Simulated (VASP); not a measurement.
Wanted: the native input for a VASP 6.6.1 run.

```
Task                   : single point
Functional             : PBE
Potentials or basis    : VASP PAW PBE potentials, release 64 (K_sv, Ag, Cl)
Cutoff                 : 520 eV
k mesh                 : 6 × 6 × 6
Occupations            : gaussian, width 0.01 eV
Spin                   : no spin polarisation
Dipole correction      : no
Further INCAR settings : ALGO = Normal; EDIFF = 1e-07; NBANDS = 25
```

The structure of KAgCl2 lies in POSCAR:

```
KAgCl2
1.0
    2.1056912104      1.2157213871      6.6746577449
   -2.1056912104      1.2157213871      6.6746577449
    0.0000000000     -2.4314427743      6.6746577449
K Ag Cl
1 1 2
Direct
    1.0000000000      0.0000000000      0.0000000000
    0.5000000000      0.5000000000      0.5000000000
    0.2382740846      0.2382740846      0.2382740846
    0.7617259154      0.7617259154      0.7617259154
```

This cell differs from its parent crystal: volume changed by -3%.

The input as run:

INCAR

```
SYSTEM = KAgCl2
PREC = Accurate
ENCUT = 520
EDIFF = 1E-7
ISMEAR = 0
SIGMA = 0.01
LREAL = .FALSE.
LASPH = .TRUE.
NELM = 100
ALGO = Normal
ISIF = 2
LWAVE = .FALSE.
LCHARG = .FALSE.
GGA = PE
NBANDS = 25
```

KPOINTS

```
regular mesh
0
G
  6 6 6
  0 0 0
```

Potentials or basis: VASP PAW PBE potentials, release 64 (K_sv, Ag, Cl).

Run with:

```console
$ cat potpaw_PBE.64/K_sv/POTCAR potpaw_PBE.64/Ag/POTCAR potpaw_PBE.64/Cl/POTCAR > POTCAR
$ mpirun -np 1 vasp_std > vasp.out
```

Results of the run:

```yaml
Pressure: 0.9 GPa
Largest_force: 0.003 eV/Å
Band_gap_on_the_k_mesh: 2.56 eV, indirect (least direct gap 2.67 eV)
```

Wall time 3.9 min on 1 thread of Intel(R) Xeon(R) Platinum 8259CL CPU @ 2.50GHz (Skylake/Cascade Lake), with other jobs on the host, peak memory 0.43 GiB.
